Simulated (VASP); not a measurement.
Here is a VASP 6.6.1 calculation.

File POSCAR:

```
SnTe3
1.0
    0.0000000000      3.8090339678      3.8090339678
    3.8090339678      0.0000000000      3.8090339678
    3.8090339678      3.8090339678      0.0000000000
Te Sn
3 1
Direct
    0.5000000000      0.5000000000      0.5000000000
    0.7500000000      0.7500000000      0.7500000000
    0.2500000000      0.2500000000      0.2500000000
    0.0000000000      0.0000000000      0.0000000000
```

INCAR.step1

```
ALGO = Normal
EDIFF = 1E-4
ENCUT = 520
GGA = PE
ISMEAR = -1
LASPH = T
LCHARG = F
LREAL = F
LWAVE = T
NBANDS = 24
NELM = 60
PREC = Accurate
SIGMA = 0.05
```

INCAR.step2

```
ALGO = Normal
EDIFF = 1E-7
ENCUT = 520
ISIF = 2
ISMEAR = -1
ISTART = 1
LASPH = T
LCHARG = F
LMIXTAU = T
LREAL = F
LWAVE = F
METAGGA = R2SCAN
NBANDS = 24
NELM = 60
PREC = Accurate
SIGMA = 0.05
```

Contents of KPOINTS:

```
k-points
0
Gamma
  6 6 6
```

Potentials or basis: VASP PAW PBE potentials, release 64 (Te, Sn_d).

The run is started by

```sh
$ cat potpaw_PBE.64/Te/POTCAR potpaw_PBE.64/Sn_d/POTCAR > POTCAR
$ cp INCAR.step1 INCAR
$ mpirun -np 1 vasp_std > vasp.out
$ cp INCAR.step2 INCAR
$ mpirun -np 1 vasp_std > vasp.out
```

(1) Estimate the band gap on the k mesh.

(2) Predict the pressure.

## Answers

(1) zero (band 16 reaches 8.60 eV, above the bottom of band 17 at 6.11 eV).

(2) 2.2 GPa.

Caveat: the PAW data sets were made with another functional, which shifts forces and pressure a little; spin-orbit coupling is left out, which moves the levels of the heavy elements.
